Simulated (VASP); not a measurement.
Input of a VASP 6.6.1 run:

Contents of INCAR:

```
SYSTEM = Cr
ALGO = Normal
EDIFF = 1E-6
ENCUT = 500
GGA = PE
GGA_COMPAT = .FALSE.
ISIF = 2
ISMEAR = 0
LASPH = .TRUE.
LCHARG = .FALSE.
LREAL = .FALSE.
LWAVE = .FALSE.
NBANDS = 19
NELM = 120
PREC = Accurate
SIGMA = 0.1
```

KPOINTS

```
k-points
0
G
  6 6 6
  0 0 0
```

File POSCAR:

```
Cr
1.0
    2.9688993551      0.0000000000      0.0000000000
    0.0000000000      2.9688993551      0.0000000000
    0.0000000000      0.0000000000      2.9688993551
Cr
2
Direct
    0.0000000000      0.0000000000      0.0000000000
    0.5000000000      0.5000000000      0.5000000000
```

Potentials or basis: VASP PAW PBE potentials, release 64 (Cr_pv).

Command:

```bash
$ cat potpaw_PBE.64/Cr_pv/POTCAR > POTCAR
$ mpirun -np 1 vasp_std > vasp.out
```

(1) Estimate the pressure.

(2) Predict the band gap on the k mesh.

Answers

(1) -25.2 GPa.

(2) zero (band 12 reaches 10.15 eV, above the bottom of band 13 at 8.93 eV).

Caveat: the run has no spin polarisation, though such a crystal can be magnetic.
